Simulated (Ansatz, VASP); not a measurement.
Two plane-wave programs on Mg4S

```xyz
5
Lattice="-1.8816 1.8816 8.1821 1.8816 -1.8816 8.1821 1.8816 1.8816 -8.1821" Properties=species:S:1:pos:R:3 pbc="T T T"
Mg    0.0000    0.0000    6.7593
Mg    0.0000    0.0000    9.6049
Mg    0.0000    1.8816    4.0911
Mg    1.8816    0.0000    4.0911
S     0.0000    0.0000    0.0000
```

Change from the starting cell: species swapped into the NaGa4 type (I4/mmm, No. 139).

Alike in both runs: functional PBE; k mesh 5 × 5 × 5; occupations gaussian, width 0.2 eV; no spin polarisation.

Ansatz relaxed the structure, and its values are those at the end. VASP's run is a single point on that final structure, the one shown.

|  | VASP | Ansatz |
| --- | --- | --- |
| version | VASP 6.6.1 | Ansatz 0.2.0 |
| potentials or method | VASP PAW PBE potentials, release 64 (Mg, S), cutoff 520 eV | scalar-relativistic, plane waves, PAW |
| valence electrons in the cell | 14 | 46 |

VASP gave:

| Quantity | Value |
| --- | --- |
| gap on the k mesh at the Fermi level (eV) | none |
| pressure (GPa) | -0.3 |
| rms of the force components (eV/Å) | 0.008 |

Task: What did Ansatz give for the same quantities?

Result: gap on the k mesh at the Fermi level (eV): none; pressure (GPa): -0.2; rms of the force components (eV/Å): 0.009.

A gap of «none» marks a metal or a gap that the smearing closes. VASP's potentials hold 14 valence electrons a cell and Ansatz's 46, so a difference there can come from the potentials and not from the codes.

The k mesh is coarse, so the values compare programs but aren't converged.
